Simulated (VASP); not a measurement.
# CdTe (P6_3/mmc) in VASP: further runs

Aim: see how the results for CdTe move with the level of theory and the settings. Levels: PBE, r2SCAN. Tasks: single point.

Everything below comes from runs of VASP 6.6.1. Logs are shortened: lines on timing, memory, paths and dates and some standing lists are left out, and cuts for length are marked.

## (1) The cell of the first run

It takes space group P6_3/mmc (No. 194, hexagonal). The conventional cell has a = 4.989 Å, b = 4.989 Å, c = 6.686 Å, α = 90.00°, β = 90.00°, γ = 120.00°. Cd (site symmetry -6m2) has 5 Te at 2.88 to 3.34 Å within 3.8 Å. Within 3.8 Å of Te (site symmetry -6m2) lie 5 Cd at 2.88 to 3.34 Å.

## (2) Single point, PBE (volume changed by +3%)

The input, INCAR:

```
SYSTEM = CdTe
PREC = Accurate
ENCUT = 520
EDIFF = 1E-6
ISMEAR = -1
SIGMA = 0.02
LREAL = .FALSE.
LASPH = .TRUE.
NELM = 100
ALGO = Normal
ISIF = 2
LWAVE = .FALSE.
LCHARG = .FALSE.
GGA = PE
NBANDS = 26
```

The input, KPOINTS:

```
Automatic mesh
0
G
  6 6 4
  0 0 0
```

The input, POSCAR:

```
CdTe
1.0
    4.9885371942      0.0000000000      0.0000000000
   -2.4942685971      4.3201999379      0.0000000000
    0.0000000000      0.0000000000      6.6856326459
Cd Te
2 2
Direct
    0.3333333333      0.6666666667      0.2500000000
    0.6666666667      0.3333333333      0.7500000000
    0.6666666667      0.3333333333      0.2500000000
    0.3333333333      0.6666666667      0.7500000000
```

Potentials or basis: VASP PAW PBE potentials, release 64 (Cd, Te).

Started as:

```sh
> cat potpaw_PBE.64/Cd/POTCAR potpaw_PBE.64/Te/POTCAR > POTCAR
> mpirun -np 1 vasp_std > vasp.out
```

OUTCAR:

```text
SYSTEM = CdTe
   PREC = Accurate
   ENCUT = 520
   EDIFF = 1E-6
   ISMEAR = -1
   LREAL = .FALSE.
   LASPH = .TRUE.
   NELM = 100
   ISIF = 2
   GGA = PE

 ion  position               nearest neighbor table
   1  0.333  0.667  0.250-   3 2.88   3 2.88   3 2.88   4 3.34   4 3.34
   2  0.667  0.333  0.750-   4 2.88   4 2.88   4 2.88   3 3.34   3 3.34
   3  0.667  0.333  0.250-   1 2.88   1 2.88   1 2.88   2 3.34   2 3.34
   4  0.333  0.667  0.750-   2 2.88   2 2.88   2 2.88   1 3.34   1 3.34

  LATTYP: Found a hexagonal cell.
 ALAT       =     4.9885371942
 C/A-ratio  =     1.3401990174

  Lattice vectors:

 A1 = (   4.9885371942,   0.0000000000,   0.0000000000)
 A2 = (  -2.4942685971,   4.3201999379,   0.0000000000)
 A3 = (   0.0000000000,   0.0000000000,   6.6856326459)

Analysis of symmetry for initial positions (statically):
=====================================================================
 Subroutine PRICEL returns:
 Original cell was already a primitive cell.

 Routine SETGRP: Setting up the symmetry group for a
 hexagonal supercell.

 Subroutine GETGRP returns: Found 24 space group operations
 (whereof 12 operations were pure point group operations)
 out of a pool of 24 trial point group operations.

The static configuration has the point symmetry D_3d.
 The point group associated with its full space group is D_6h.

Analysis of symmetry for dynamics (positions and initial velocities):
=====================================================================
 Subroutine PRICEL returns:
 Original cell was already a primitive cell.

 Routine SETGRP: Setting up the symmetry group for a
 hexagonal supercell.

 Subroutine GETGRP returns: Found 24 space group operations
 (whereof 12 operations were pure point group operations)
 out of a pool of 24 trial point group operations.

The dynamic configuration has the point symmetry D_3d.
 The point group associated with its full space group is D_6h.

 Subroutine INISYM returns: Found 24 space group operations
 (whereof 12 operations are pure point group operations),
 and found     1 'primitive' translations

----------------------------------------------------------------------------------------

                                     Primitive cell

  volume of cell :     144.0853

  direct lattice vectors                    reciprocal lattice vectors
     4.988537194  0.000000000  0.000000000     0.200459566  0.115735384  0.000000000
    -2.494268597  4.320199938  0.000000000     0.000000000  0.231470769  0.000000000
     0.000000000  0.000000000  6.685632646     0.000000000  0.000000000  0.149574476

  length of vectors
     4.988537194  4.988537194  6.685632646     0.231470769  0.231470769  0.149574476

  position of ions in fractional coordinates (direct lattice)
     0.333333333  0.666666667  0.250000000
     0.666666667  0.333333333  0.750000000
     0.666666667  0.333333333  0.250000000
     0.333333333  0.666666667  0.750000000

  ion indices of the primitive-cell ions
   primitive index   ion index
                 1           1
                 2           2
                 3           3
                 4           4

----------------------------------------------------------------------------------------

 KPOINTS: Automatic mesh

Automatic generation of k-mesh.
 Grid dimensions read from file:
 generate k-points for:    6    6    4

 Generating k-lattice:

  Cartesian coordinates                     Fractional coordinates (reciprocal lattice)
     0.033409928  0.019289231  0.000000000     0.166666667 -0.000000000  0.000000000
     0.000000000  0.038578461  0.000000000     0.000000000  0.166666667  0.000000000
     0.000000000  0.000000000  0.037393619     0.000000000  0.000000000  0.250000000

  Length of vectors
     0.038578461  0.038578461  0.037393619

  Shift w.r.t. Gamma in fractional coordinates (k-lattice)
     0.000000000  0.000000000  0.000000000

 Subroutine IBZKPT returns following result:
 ===========================================

 Found     21 irreducible k-points:

 Following reciprocal coordinates:
            Coordinates               Weight
  0.000000  0.000000  0.000000      1.000000
  0.166667  0.000000  0.000000      6.000000
  0.333333  0.000000  0.000000      6.000000
  0.500000  0.000000  0.000000      3.000000
  0.166667  0.166667  0.000000      6.000000
  0.333333  0.166667  0.000000     12.000000
[... 13 lines left out ...]
  0.333333  0.166667  0.500000     12.000000
  0.333333  0.333333  0.500000      2.000000
   k-points           NKPTS =     21   k-points in BZ     NKDIM =     21   number of bands    NBANDS=     26
   number of dos      NEDOS =    301   number of ions     NIONS =      4
   total plane-waves  NPLWV =  80000
   dimension x,y,z NGX =    40 NGY =   40 NGZ =   50
   dimension x,y,z NGXF=    80 NGYF=   80 NGZF=  100
   ions per type =               2   2
   NGX,Y,Z   is equivalent  to a cutoff of  13.33, 13.33, 12.43 a.u.
   NGXF,Y,Z  is equivalent  to a cutoff of  26.66, 26.66, 24.87 a.u.
 SYSTEM =  CdTe
   PREC   = accura    normal or accurate (medium, high low for compatibility)
   ISTART =      0    job   : 0-new  1-cont  2-samecut
   ICHARG =      2    charge: 1-file 2-atom 10-const
   ISPIN  =      1    spin polarized calculation?
   LNONCOLLINEAR =      F non collinear calculations
   LSORBIT =      F    spin-orbit coupling
   LASPH  =      T    aspherical Exc in radial PAW
   ENCUT  =  520.0 eV  38.22 Ry    6.18 a.u.   9.28  9.28 12.43*2*pi/ulx,y,z
   NELM   =    100;   NELMIN=  2; NELMDL= -5     # of ELM steps
   EDIFF  = 0.1E-05   stopping-criterion for ELM
   LREAL  =      F    real-space projection
   EDIFFG = 0.1E-04   stopping-criterion for IOM
   NSW    =      0    number of steps for IOM
   IBRION =     -1    ionic relax: 0-MD 1-quasi-New 2-CG
   NFREE  =      0    steps in history (QN), initial steepest desc. (CG)
   ISIF   =      2    stress and relaxation
   ISYM   =      2    0-nonsym 1-usesym 2-fastsym
   POTIM  = 0.5000    time-step for ionic-motion
   TEBEG  =    0.0;   TEEND  =   0.0 temperature during run
   PSTRESS=    0.0 pullay stress
   NELECT =      36.0000    total number of electrons
   NUPDOWN=      -1.0000    fix difference up-down
   EMIN   =  10.00;   EMAX   =-10.00  energy-range for DOS
   EFERMI =   0.00;   METHOD = LEGACY
   ISMEAR =    -1;   SIGMA  =   0.02  broadening in eV -4-tet -1-fermi 0-gaus
   EFERMI_NEDOS =   21; number of points for ismear=-14 and -15
   IALGO  =     38    algorithm
   IMIX   =      4    mixing-type and parameters
     AMIX     =   0.40;   BMIX     =  1.00
     AMIX_MAG =   1.60;   BMIX_MAG =  1.00
  volume/ion in A,a.u.               =      36.02       243.08
  Fermi-wavevector in a.u.,A,eV,Ry     =   1.031104  1.948504 14.465380  1.063175
  Thomas-Fermi vector in A             =   2.165235
   LORBIT       =      0    0 simple, 1 ext, 2 COOP (PROOUT), +10 PAW based schemes
   GGA     = PE    functional components
   LHFCALC =     F    Hartree Fock is set to
   AEXX    =    0.0000 exact exchange contribution
   IVDW    =     0    specifies the selected vdW correction
   LEPSILON=     F    determine dielectric tensor
   LRPA    =     F    only Hartree local field effects (RPA)
 non-spin polarized calculation
  energy-cutoff  :      520.00
  volume of cell :      144.09
 maximum number of plane-waves:      3925
 NGX is ok and might be reduce to    40
   NGX = 19   NGY = 19   NGZ = 25

 number of electron      36.0000006 magnetization

 Free energy of the ion-electron system (eV)
  ---------------------------------------------------
  ext. energy  EPLUGINS =         0.00000000
  ---------------------------------------------------
  free energy    TOTEN  =        -9.02461205 eV

  energy without entropy =       -9.02302907  energy(sigma->0) =       -9.02382056

 E-fermi :   1.9594     XC(G=0):  -8.3623

 val. band max:        1.9457739383   @ k =   0.3333   0.3333   0.5000
 cond. band min:       2.0914227179   @ k =   0.0000   0.0000   0.0000
 fundamental gap:      0.1456487796
 Fermi energy:         1.9593888549

 k-point     1 :       0.0000    0.0000    0.0000
  band No.  band energies     occupation
      1      -8.9249      2.00000
      2      -8.4201      2.00000
      3      -6.3105      2.00000
      4      -6.3105      2.00000
      5      -6.3063      2.00000
      6      -6.3063      2.00000
[... 18 lines left out ...]
     25       8.5420      0.00000
     26       8.5943      0.00000

 k-point     2 :       0.1667    0.0000    0.0000
  band No.  band energies     occupation
      1      -8.8460      2.00000
      2      -8.3986      2.00000
      3      -6.2902      2.00000
      4      -6.2846      2.00000
      5      -6.2820      2.00000
      6      -6.2702      2.00000
[... 18 lines left out ...]
     25       7.8760      0.00000
     26       8.8049      0.00000

 k-point     3 :       0.3333    0.0000    0.0000
  band No.  band energies     occupation
      1      -8.6671      2.00000
      2      -8.3733      2.00000
      3      -6.2478      2.00000
      4      -6.2326      2.00000
      5      -6.2193      2.00000
      6      -6.1776      2.00000
[... 18 lines left out ...]
     25       8.3503      0.00000
     26       8.7117      0.00000

 k-point     4 :       0.5000    0.0000    0.0000
  band No.  band energies     occupation
      1      -8.5527      2.00000
      2      -8.3842      2.00000
      3      -6.2260      2.00000
      4      -6.2070      2.00000
      5      -6.1697      2.00000
      6      -6.1556      2.00000
[... 18 lines left out ...]
     25       9.0041      0.00000
     26       9.4253      0.00000

 k-point     5 :       0.1667    0.1667    0.0000
  band No.  band energies     occupation
      1      -8.7158      2.00000
      2      -8.3762      2.00000
      3      -6.2636      2.00000
      4      -6.2497      2.00000
      5      -6.2322      2.00000
      6      -6.2010      2.00000
[... 18 lines left out ...]
     25       7.8961      0.00000
     26       9.0209      0.00000

 k-point     6 :       0.3333    0.1667    0.0000
  band No.  band energies     occupation
      1      -8.5534      2.00000
      2      -8.3841      2.00000
      3      -6.2292      2.00000
      4      -6.2093      2.00000
      5      -6.1766      2.00000
      6      -6.1583      2.00000
[... 340 lines left out ...]
 k-point    18 :       0.5000    0.0000    0.5000
  band No.  band energies     occupation
      1      -8.4156      2.00000
      2      -8.4156      2.00000
      3      -6.2216      2.00000
      4      -6.2216      2.00000
      5      -6.2043      2.00000
      6      -6.2043      2.00000
[... 18 lines left out ...]
     25       9.1324      0.00000
     26       9.1324      0.00000

 k-point    19 :       0.1667    0.1667    0.5000
  band No.  band energies     occupation
      1      -8.4977      2.00000
      2      -8.4977      2.00000
      3      -6.2635      2.00000
      4      -6.2635      2.00000
      5      -6.2363      2.00000
      6      -6.2363      2.00000
[... 18 lines left out ...]
     25       8.0794      0.00000
     26       8.0794      0.00000

 k-point    20 :       0.3333    0.1667    0.5000
  band No.  band energies     occupation
      1      -8.4158      2.00000
      2      -8.4158      2.00000
      3      -6.2263      2.00000
      4      -6.2263      2.00000
      5      -6.2053      2.00000
      6      -6.2053      2.00000
[... 18 lines left out ...]
     25       8.7851      0.00000
     26       8.7851      0.00000

 k-point    21 :       0.3333    0.3333    0.5000
  band No.  band energies     occupation
      1      -8.3887      2.00000
      2      -8.3887      2.00000
      3      -6.2129      2.00000
      4      -6.2129      2.00000
      5      -6.2046      2.00000
      6      -6.2046      2.00000
[... 18 lines left out ...]
     25       7.8068      0.00000
     26       7.8068      0.00000

------------------------ aborting loop because EDIFF is reached ----------------------------------------

  FORCE on cell =-STRESS in cart. coord.  units (eV):
  Direction    XX          YY          ZZ          XY          YZ          ZX
  --------------------------------------------------------------------------------------
  -------------------------------------------------------------------------------------
  Total       -0.9055406     -0.9055406     -0.5681102      0.0000000      0.0000000      0.0000000
  in kB      -10.0692922    -10.0692922     -6.3171851      0.0000000      0.0000000      0.0000000
  external PRESSURE =      -8.8185899 kB  Pullay stress =       0.0000000 kB

 VOLUME and BASIS-vectors are now :
 -----------------------------------------------------------------------------
  energy-cutoff  :      520.00
  volume of cell :      144.09
      direct lattice vectors                 reciprocal lattice vectors
     4.988537194  0.000000000  0.000000000     0.200459566  0.115735384  0.000000000
    -2.494268597  4.320199938  0.000000000     0.000000000  0.231470769  0.000000000
     0.000000000  0.000000000  6.685632646     0.000000000  0.000000000  0.149574476

 POSITION                                       TOTAL-FORCE (eV/Angst)
 -----------------------------------------------------------------------------------
     -0.00000      2.88013      1.67141         0.000000      0.000000     -0.000000
      2.49427      1.44007      5.01422        -0.000000      0.000000      0.000000
      2.49427      1.44007      1.67141         0.000000      0.000000      0.000000
     -0.00000      2.88013      5.01422        -0.000000      0.000000      0.000000
 -----------------------------------------------------------------------------------
    total drift:                               -0.000000     -0.000000     -0.000000

  FREE ENERGIE OF THE ION-ELECTRON SYSTEM (eV)
  ---------------------------------------------------
  free  energy   TOTEN  =        -9.0246120467 eV

  energy  without entropy=       -9.0230290733  energy(sigma->0) =       -9.02382056
```

Run time: 45 s. Hardware: 1 thread of AMD EPYC 9R45 (Zen 5), shared host; peak memory 0.26 GiB.

Results:

- Free energy: -9.0246 eV
- Pressure: -0.9 GPa
- Band gap on the k mesh: zero (band 18 reaches 1.95 eV, above the bottom of band 19 at 1.90 eV)

Caveat: spin-orbit coupling is left out, which moves the levels of the heavy elements.

## (3) Single point, PBE (volume changed by +6%)

The input, INCAR:

```
SYSTEM = CdTe
ALGO = Normal
EDIFF = 1E-7
ENCUT = 520
GGA = PE
ISIF = 2
ISMEAR = -1
LASPH = .TRUE.
LCHARG = .FALSE.
LREAL = .FALSE.
LWAVE = .FALSE.
NBANDS = 26
NELM = 100
PREC = Accurate
SIGMA = 0.02
```

The input, KPOINTS:

```
k-points
0
G
  6 6 4
  0 0 0
```

The input, POSCAR:

```
CdTe
1.0
    5.0365068407      0.0000000000      0.0000000000
   -2.5182534204      4.3617428704      0.0000000000
    0.0000000000      0.0000000000      6.7499215190
Cd Te
2 2
Direct
    0.3333333333      0.6666666667      0.2500000000
    0.6666666667      0.3333333333      0.7500000000
    0.6666666667      0.3333333333      0.2500000000
    0.3333333333      0.6666666667      0.7500000000
```

Potentials or basis: VASP PAW PBE potentials, release 64 (Cd, Te).

Started as:

```sh
> cat potpaw_PBE.64/Cd/POTCAR potpaw_PBE.64/Te/POTCAR > POTCAR
> mpirun -np 1 vasp_std > vasp.out
```

Run time: 44 s. Hardware: 1 thread of AMD EPYC 9R45 (Zen 5), shared host; peak memory 0.27 GiB.

Results (log left out):

| Property | Result |
| --- | --- |
| Free energy | -8.9902 eV |
| Pressure | -1.7 GPa |
| Band gap on the k mesh | zero (band 18 reaches 1.72 eV, above the bottom of band 19 at 1.66 eV) |

Stress tensor (GPa, compression positive):
```
-1.98  0.00  0.00
 0.00 -1.98  0.00
 0.00  0.00 -1.23
```

Levels at points of the mesh, in eV from the Fermi level:
```csv
k point,band 14,band 15,band 16,band 17,band 18,band 19,band 20,band 21,band 22,band 23
"(0.00, 0.00, 0.00)",-1.24,-1.24,-0.56,-0.36,-0.36,0.14,0.17,4.01,4.01,5.26
"(0.50, 0.00, 0.00)",-3.41,-2.12,-2.00,-1.00,-0.99,1.18,2.49,4.99,6.23,6.27
"(0.00, 0.00, 0.50)",-2.06,-0.81,-0.81,-0.81,-0.81,1.20,1.20,4.29,4.29,4.29
"(0.50, 0.00, 0.50)",-4.13,-1.61,-1.61,-0.35,-0.35,2.31,2.31,3.55,3.55,6.46
```

Caveat: spin-orbit coupling is left out, which moves the levels of the heavy elements.

[end of part 1 of 3]
